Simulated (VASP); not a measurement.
# AlFe (Pm-3m) in VASP: single point with PBE

Aim: the single point of AlFe with PBE.

Program: VASP 6.6.1. These are calculated values, not measurements. Logs are shortened: lines on timing, memory, paths and dates and some standing lists are left out, and cuts for length are marked.

### 1 The cell of the first run

Symmetry: Pm-3m, No. 221, cubic system. Conventional cell: a = 2.910 Å, b = 2.910 Å, c = 2.910 Å, α = 90.00°, β = 90.00°, γ = 90.00°. Al (site symmetry m-3m) has 8 Fe at 2.52 Å and 6 Al at 2.91 Å within 3.3 Å. Within 3.3 Å of Fe (site symmetry m-3m) lie 8 Al at 2.52 Å and 6 Fe at 2.91 Å.

### 2 Single point, PBE

INCAR

```
  PREC = Accurate
  ENCUT = 520
  EDIFF = 1E-6
  ISMEAR = -1
  SIGMA = 0.1
  LREAL = False
  LASPH = True
  NELM = 100
  ALGO = Normal
  ISIF = 2
  LWAVE = False
  LCHARG = False
  GGA = PE
  NBANDS = 19
```

KPOINTS

```
Automatic mesh
0
Gamma
  7 10 7
```

POSCAR

```
AlFe
1.0
    0.0000000000      2.9100000000      2.9100000000
    2.9100000000      0.0000000000      0.0000000000
    0.0000000000      2.9100000000     -2.9100000000
Al Fe
2 2
Direct
    0.0000000000      0.0000000000      0.0000000000
    0.5000000000      0.0000000000      0.5000000000
    0.5000000000      0.5000000000      0.0000000000
    0.0000000000      0.5000000000      0.5000000000
```

Potentials or basis: VASP PAW PBE potentials, release 64 (Al, Fe).

Run with:

```console
$ cat potpaw_PBE.64/Al/POTCAR potpaw_PBE.64/Fe/POTCAR > POTCAR
$ mpirun -np 1 vasp_std > vasp.out
```

OUTCAR:

```text
PREC = Accurate
   ENCUT = 520
   EDIFF = 1E-6
   ISMEAR = -1
   LREAL = False
   LASPH = True
   NELM = 100
   ISIF = 2
   GGA = PE

 ion  position               nearest neighbor table
   1  0.000  0.000  0.000-   3 2.52   4 2.52   4 2.52   3 2.52   4 2.52   4 2.52   3 2.52   3 2.52
                             2 2.91   2 2.91   2 2.91   2 2.91
   2  0.500  0.000  0.500-   3 2.52   4 2.52   3 2.52   3 2.52   4 2.52   3 2.52   4 2.52   4 2.52
                             1 2.91   1 2.91   1 2.91   1 2.91
   3  0.500  0.500  0.000-   1 2.52   2 2.52   2 2.52   1 2.52   2 2.52   2 2.52   1 2.52   1 2.52
                             4 2.91   4 2.91   4 2.91   4 2.91
   4  0.000  0.500  0.500-   1 2.52   2 2.52   1 2.52   1 2.52   2 2.52   1 2.52   2 2.52   2 2.52
                             3 2.91   3 2.91   3 2.91   3 2.91

  LATTYP: Found a simple tetragonal cell.
 ALAT       =     4.1153614665
 C/A-ratio  =     0.7071067812

  Lattice vectors:

 A1 = (   0.0000000000,  -2.9100000000,  -2.9100000000)
 A2 = (   0.0000000000,   2.9100000000,  -2.9100000000)
 A3 = (   2.9100000000,   0.0000000000,   0.0000000000)

Analysis of symmetry for initial positions (statically):
=====================================================================
 Subroutine PRICEL returns following result:

  LATTYP: Found a simple cubic cell.
 ALAT       =     2.9100000000

  Lattice vectors:

 A1 = (   0.0000000000,   0.0000000000,   2.9100000000)
 A2 = (   2.9100000000,   0.0000000000,   0.0000000000)
 A3 = (   0.0000000000,   2.9100000000,   0.0000000000)

   2 primitive cells build up your supercell.

 Routine SETGRP: Setting up the symmetry group for a
 simple tetragonal supercell.

 Subroutine GETGRP returns: Found 16 space group operations
 (whereof 16 operations were pure point group operations)
 out of a pool of 16 trial point group operations.

The static configuration has the point symmetry D_4h.

Analysis of symmetry for dynamics (positions and initial velocities):
=====================================================================
 Subroutine PRICEL returns following result:

  LATTYP: Found a simple cubic cell.
 ALAT       =     2.9100000000

  Lattice vectors:

 A1 = (   0.0000000000,   0.0000000000,   2.9100000000)
 A2 = (   2.9100000000,   0.0000000000,   0.0000000000)
 A3 = (   0.0000000000,   2.9100000000,   0.0000000000)

   2 primitive cells build up your supercell.

 Routine SETGRP: Setting up the symmetry group for a
 simple tetragonal supercell.

 Subroutine GETGRP returns: Found 16 space group operations
 (whereof 16 operations were pure point group operations)
 out of a pool of 16 trial point group operations.

The dynamic configuration has the point symmetry D_4h.

 Subroutine INISYM returns: Found 16 space group operations
 (whereof 16 operations are pure point group operations),
 and found     2 'primitive' translations

----------------------------------------------------------------------------------------

                                     Primitive cell

  volume of cell :      24.6422

  direct lattice vectors                    reciprocal lattice vectors
     0.000000000  0.000000000  2.910000000     0.000000000  0.000000000  0.343642612
     2.910000000  0.000000000  0.000000000     0.343642612  0.000000000  0.000000000
     0.000000000  2.910000000  0.000000000     0.000000000  0.343642612  0.000000000

  length of vectors
     2.910000000  2.910000000  2.910000000     0.343642612  0.343642612  0.343642612

  position of ions in fractional coordinates (direct lattice)
     0.000000000  0.000000000  0.000000000
     0.500000000  0.500000000  0.500000000

  ion indices of the primitive-cell ions
   primitive index   ion index
                 1           1
                 2           3

----------------------------------------------------------------------------------------

 KPOINTS: Automatic mesh

Automatic generation of k-mesh.
 Grid dimensions read from file:
 generate k-points for:    7   10    7

 Generating k-lattice:

  Cartesian coordinates                     Fractional coordinates (reciprocal lattice)
     0.000000000  0.024545901  0.024545901     0.142857143  0.000000000  0.000000000
     0.034364261  0.000000000  0.000000000     0.000000000  0.100000000  0.000000000
     0.000000000  0.024545901 -0.024545901     0.000000000  0.000000000  0.142857143

  Length of vectors
     0.034713146  0.034364261  0.034713146

  Shift w.r.t. Gamma in fractional coordinates (k-lattice)
     0.000000000  0.000000000  0.000000000

 Subroutine IBZKPT returns following result:
 ===========================================

 Found     60 irreducible k-points:

 Following reciprocal coordinates:
            Coordinates               Weight
  0.000000  0.000000  0.000000      1.000000
  0.142857  0.000000  0.000000      4.000000
  0.285714  0.000000  0.000000      4.000000
  0.428571  0.000000  0.000000      4.000000
  0.000000  0.100000  0.000000      2.000000
  0.142857  0.100000  0.000000      8.000000
[... 16 lines left out ...]
  0.285714  0.500000  0.000000      4.000000
  0.428571  0.500000  0.000000      4.000000
 [... further k-points ...]
   k-points           NKPTS =     60   k-points in BZ     NKDIM =     60   number of bands    NBANDS=     19
   number of dos      NEDOS =    301   number of ions     NIONS =      4
   total plane-waves  NPLWV =  24576
   dimension x,y,z NGX =    32 NGY =   24 NGZ =   32
   dimension x,y,z NGXF=    64 NGYF=   48 NGZF=   64
   ions per type =               2   2
   NGX,Y,Z   is equivalent  to a cutoff of  12.93, 13.71, 12.93 a.u.
   NGXF,Y,Z  is equivalent  to a cutoff of  25.85, 27.42, 25.85 a.u.
 SYSTEM =  unknown system
   PREC   = accura    normal or accurate (medium, high low for compatibility)
   ISTART =      0    job   : 0-new  1-cont  2-samecut
   ICHARG =      2    charge: 1-file 2-atom 10-const
   ISPIN  =      1    spin polarized calculation?
   LNONCOLLINEAR =      F non collinear calculations
   LSORBIT =      F    spin-orbit coupling
   LASPH  =      T    aspherical Exc in radial PAW
   ENCUT  =  520.0 eV  38.22 Ry    6.18 a.u.   7.65  5.41  7.65*2*pi/ulx,y,z
   NELM   =    100;   NELMIN=  2; NELMDL= -5     # of ELM steps
   EDIFF  = 0.1E-05   stopping-criterion for ELM
   LREAL  =      F    real-space projection
   EDIFFG = 0.1E-04   stopping-criterion for IOM
   NSW    =      0    number of steps for IOM
   IBRION =     -1    ionic relax: 0-MD 1-quasi-New 2-CG
   NFREE  =      0    steps in history (QN), initial steepest desc. (CG)
   ISIF   =      2    stress and relaxation
   ISYM   =      2    0-nonsym 1-usesym 2-fastsym
   POTIM  = 0.5000    time-step for ionic-motion
   TEBEG  =    0.0;   TEEND  =   0.0 temperature during run
   PSTRESS=    0.0 pullay stress
   NELECT =      22.0000    total number of electrons
   NUPDOWN=      -1.0000    fix difference up-down
   EMIN   =  10.00;   EMAX   =-10.00  energy-range for DOS
   EFERMI =   0.00;   METHOD = LEGACY
   ISMEAR =    -1;   SIGMA  =   0.10  broadening in eV -4-tet -1-fermi 0-gaus
   EFERMI_NEDOS =   21; number of points for ismear=-14 and -15
   IALGO  =     38    algorithm
   IMIX   =      4    mixing-type and parameters
     AMIX     =   0.40;   BMIX     =  1.00
     AMIX_MAG =   1.60;   BMIX_MAG =  1.00
  volume/ion in A,a.u.               =      12.32        83.15
  Fermi-wavevector in a.u.,A,eV,Ry     =   1.251160  2.364349 21.298567  1.565401
  Thomas-Fermi vector in A             =   2.385120
   LORBIT       =      0    0 simple, 1 ext, 2 COOP (PROOUT), +10 PAW based schemes
   GGA     = PE    functional components
   LHFCALC =     F    Hartree Fock is set to
   AEXX    =    0.0000 exact exchange contribution
   IVDW    =     0    specifies the selected vdW correction
   LEPSILON=     F    determine dielectric tensor
   LRPA    =     F    only Hartree local field effects (RPA)
 non-spin polarized calculation
  energy-cutoff  :      520.00
  volume of cell :       49.28
 maximum number of plane-waves:      1354
 NGX is ok and might be reduce to    32
   NGX = 15   NGY = 11   NGZ = 15

 number of electron      21.9999979 magnetization

 Free energy of the ion-electron system (eV)
  ---------------------------------------------------
  ext. energy  EPLUGINS =         0.00000000
  ---------------------------------------------------
  free energy    TOTEN  =       -25.28131880 eV

  energy without entropy =      -25.09001451  energy(sigma->0) =      -25.18566665

 E-fermi :   7.5430     XC(G=0): -11.9723

 val. band max:        7.5337468034   @ k =   0.1429   0.5000   0.1429
 cond. band min:       7.5499369495   @ k =   0.1429   0.0000   0.0000
 fundamental gap:      0.0161901461
 Fermi energy:         7.5429653629

 k-point     1 :       0.0000    0.0000    0.0000
  band No.  band energies     occupation
      1      -2.5612      2.00000
      2       2.9588      2.00000
      3       5.3611      2.00000
      4       5.4442      2.00000
      5       5.4499      2.00000
      6       5.5573      2.00000
[... 11 lines left out ...]
     18      13.7933      0.00000
     19      16.7984      0.00000

 k-point     2 :       0.1429    0.0000    0.0000
  band No.  band energies     occupation
      1      -2.3751      2.00000
      2       2.6580      2.00000
      3       4.6262      2.00000
      4       5.4486      2.00000
      5       5.4782      2.00000
      6       5.5435      2.00000
[... 11 lines left out ...]
     18      14.0672      0.00000
     19      17.1437      0.00000

 k-point     3 :       0.2857    0.0000    0.0000
  band No.  band energies     occupation
      1      -1.8247      2.00000
      2       1.5724      2.00000
      3       4.5929      2.00000
      4       5.4481      2.00000
      5       5.5112      2.00000
      6       5.5364      2.00000
[... 11 lines left out ...]
     18      14.8368      0.00000
     19      17.6124      0.00000

 k-point     4 :       0.4286    0.0000    0.0000
  band No.  band energies     occupation
      1      -0.9351      2.00000
      2       0.2400      2.00000
      3       5.0465      2.00000
      4       5.4525      2.00000
      5       5.4559      2.00000
      6       5.4777      2.00000
[... 11 lines left out ...]
     18      16.2909      0.00000
     19      17.3998      0.00000

 k-point     5 :       0.0000    0.1000    0.0000
  band No.  band energies     occupation
      1      -2.3787      2.00000
      2       3.0674      2.00000
      3       5.3350      2.00000
      4       5.3350      2.00000
      5       5.4143      2.00000
      6       5.5041      2.00000
[... 11 lines left out ...]
     18      14.0594      0.00000
     19      16.7560      0.00000

 k-point     6 :       0.1429    0.1000    0.0000
  band No.  band energies     occupation
      1      -2.1941      2.00000
      2       2.7672      2.00000
      3       4.7096      2.00000
      4       5.3582      2.00000
      5       5.4590      2.00000
      6       5.5026      2.00000
[... 11 lines left out ...]
     18      13.6280      0.00000
     19      17.9337      0.00000

 k-point     7 :       0.2857    0.1000    0.0000
  band No.  band energies     occupation
      1      -1.6479      2.00000
      2       1.7053      2.00000
      3       4.7023      2.00000
      4       5.4115      2.00000
      5       5.4981      2.00000
      6       5.5511      2.00000
[... 11 lines left out ...]
     18      14.0981      0.00000
     19      16.9486      0.00000

 k-point     8 :       0.4286    0.1000    0.0000
  band No.  band energies     occupation
      1      -0.7662      2.00000
      2       0.3954      2.00000
      3       5.1473      2.00000
      4       5.4606      2.00000
      5       5.4874      2.00000
      6       5.5197      2.00000
[... 256 lines left out ...]
 k-point    20 :       0.4286    0.4000    0.0000
  band No.  band energies     occupation
      1       1.5494      2.00000
      2       2.4137      2.00000
      3       4.2070      2.00000
      4       4.6919      2.00000
      5       5.2147      2.00000
      6       5.6900      2.00000
[... 11 lines left out ...]
     18      14.1998      0.00000
     19      15.3351      0.00000

 k-point    21 :       0.0000    0.5000    0.0000
  band No.  band energies     occupation
      1       1.4875      2.00000
      2       1.8050      2.00000
      3       4.3630      2.00000
      4       4.3631      2.00000
      5       4.3678      2.00000
      6       6.0700      2.00000
[... 11 lines left out ...]
     18      13.5052      0.00000
     19      13.5098      0.00000

 k-point    22 :       0.1429    0.5000    0.0000
  band No.  band energies     occupation
      1       1.5938      2.00000
      2       1.9915      2.00000
      3       4.1594      2.00000
      4       4.4316      2.00000
      5       4.4610      2.00000
      6       6.1194      2.00000
[... 11 lines left out ...]
     18      14.1538      0.00000
     19      14.5715      0.00000

 k-point    23 :       0.2857    0.5000    0.0000
  band No.  band energies     occupation
      1       1.9047      2.00000
      2       2.5322      2.00000
      3       3.6448      2.00000
      4       4.5055      2.00000
      5       4.7442      2.00000
      6       6.2044      2.00000
[... 11 lines left out ...]
     18      14.8284      0.00000
     19      14.8694      0.00000

 k-point    24 :       0.4286    0.5000    0.0000
  band No.  band energies     occupation
      1       2.3932      2.00000
      2       3.0052      2.00000
      3       3.3474      2.00000
      4       4.1753      2.00000
      5       5.1779      2.00000
      6       5.6975      2.00000
[... 11 lines left out ...]
     18      14.2728      0.00000
     19      14.9975      0.00000

 [... further k-points ...]
[... 5 lines left out ...]
  --------------------------------------------------------------------------------------
  -------------------------------------------------------------------------------------
  Total       -2.0926341     -2.0212285     -2.0212285     -0.0000000      0.0000000      0.0000000
  in kB      -68.0291291    -65.7078150    -65.7078150     -0.0000000      0.0000000      0.0000000
  external PRESSURE =     -66.4815864 kB  Pullay stress =       0.0000000 kB

 VOLUME and BASIS-vectors are now :
 -----------------------------------------------------------------------------
  energy-cutoff  :      520.00
  volume of cell :       49.28
      direct lattice vectors                 reciprocal lattice vectors
     0.000000000  2.910000000  2.910000000     0.000000000  0.171821306  0.171821306
     2.910000000  0.000000000  0.000000000     0.343642612  0.000000000  0.000000000
     0.000000000  2.910000000 -2.910000000     0.000000000  0.171821306 -0.171821306

 POSITION                                       TOTAL-FORCE (eV/Angst)
 -----------------------------------------------------------------------------------
      0.00000      0.00000      0.00000        -0.000000      0.000000     -0.000000
      0.00000      2.91000      0.00000        -0.000000      0.000000     -0.000000
      1.45500      1.45500      1.45500        -0.000000      0.000000      0.000000
      1.45500      1.45500     -1.45500         0.000000     -0.000000      0.000000
 -----------------------------------------------------------------------------------
    total drift:                               -0.000000     -0.000000      0.000000

  FREE ENERGIE OF THE ION-ELECTRON SYSTEM (eV)
  ---------------------------------------------------
  free  energy   TOTEN  =       -25.2813187958 eV

  energy  without entropy=      -25.0900145077  energy(sigma->0) =      -25.18566665
```

It took 16 s on 1 thread of Intel Xeon 6975P-C (Granite Rapids), shared host; peak memory 0.18 GiB.

Results:

```
Free energy            : -25.2813 eV
Pressure               : -6.6 GPa
Band gap on the k mesh : zero (band 11 reaches 8.36 eV, above the bottom of band 12 at 7.03 eV)
```

Levels at points of the mesh, in eV from the Fermi level:
```tsv
k point	band 8	band 9	band 10	band 11	band 12	band 13	band 14	band 15
(0.00, 0.00, 0.00)	-0.58	-0.58	0.12	0.12	0.13	0.78	3.34	4.14
(0.00, 0.50, 0.00)	-0.83	0.25	0.81	0.82	1.17	3.05	3.05	3.05
```
